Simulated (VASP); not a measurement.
## WC (Qusongite): relaxation of cell and atoms with RPBE+D4

WC (Qusongite):

```xyz
2
Lattice="2.9065 0.0000 0.0000 -1.4532 2.5171 0.0000 0.0000 0.0000 2.8366" Properties=species:S:1:pos:R:3 pbc="T T T"
W     0.0000    0.0000    0.0000
C     1.4533    0.8390    1.4183
```

```json
{
  "Program": "VASP 6.6.1",
  "Task": "relaxation of cell and atoms",
  "Functional": "RPBE",
  "Dispersion": "D4",
  "Potentials or basis": "VASP PAW PBE potentials, release 64 (W_sv, C)",
  "Cutoff": "600 eV",
  "k mesh": "10 × 10 × 9",
  "Occupations": "fermi-dirac, width 0.05 eV",
  "Spin": "no spin polarisation",
  "Dipole correction": "no",
  "Further INCAR settings": "ALGO = Normal; EDIFF = 1e-06; IBRION = 2; EDIFFG = -0.005; NSW = 80; ISIF = 3"
}
```

| Quantity | Value |
| --- | --- |
| Relaxed volume | 10.29 Å³/atom |
| Relaxed cell | a = 2.897 Å, b = 2.897 Å, c = 2.832 Å, α = 90.00°, β = 90.00°, γ = 120.00° |
| Space group after relaxing (to 0.05 Å) | P-6m2 (No. 187) |
| Energy gained by relaxing | 0.8 meV/atom |
| Ionic steps | 6 |
| Pressure after relaxing | 0.0 GPa |
| Band gap on the k mesh | zero (band 9 reaches 11.93 eV, above the bottom of band 10 at 10.74 eV) |
| Dispersion energy per atom | -0.942 eV |

Step by step:
```tsv
step	energy change (eV)	largest force (eV/Å)	pressure (GPa)	volume (Å³)
1	0.0000	0.0000	-3.13	20.75
2	0.0105	0.0000	9.14	20.15
3	-0.0016	0.0000	0.01	20.59
4	-0.0016	0.0000	0.04	20.58
5	-0.0017	0.0000	0.04	20.58
6	-0.0017	0.0000	0.04	20.58
```

Final structure:
```yaml
crystal:
  lattice:
    - [2.89695, 0.00000, 0.00000]
    - [-1.44847, 2.50883, 0.00000]
    - [0.00000, 0.00000, 2.83224]
  atoms:
    - { symbol: W, position: [0.00000, 0.00000, 0.00000] }
    - { symbol: C, position: [0.66667, 0.33333, 0.50000] }
```

Levels at points of the mesh, in eV from the Fermi level:
```csv
k point,band 6,band 7,band 8,band 9,band 10,band 11,band 12,band 13
"(0.00, 0.00, 0.00)",-4.36,-3.35,-3.35,0.07,3.28,3.28,5.68,5.68
"(0.50, 0.00, 0.00)",-7.09,-3.67,-3.61,-0.47,2.37,4.60,4.97,6.91
```

Run time: 36 s on 1 thread of Intel(R) Xeon(R) Platinum 8375C CPU @ 2.90GHz (Ice Lake), with other jobs on the host, peak memory 0.17 GiB.

Caveat: the PAW data sets were made with another functional, which shifts forces and pressure a little; spin-orbit coupling is left out, which moves the levels of the heavy elements; pairwise dispersion overbinds metals, which lowers pressure and volume.
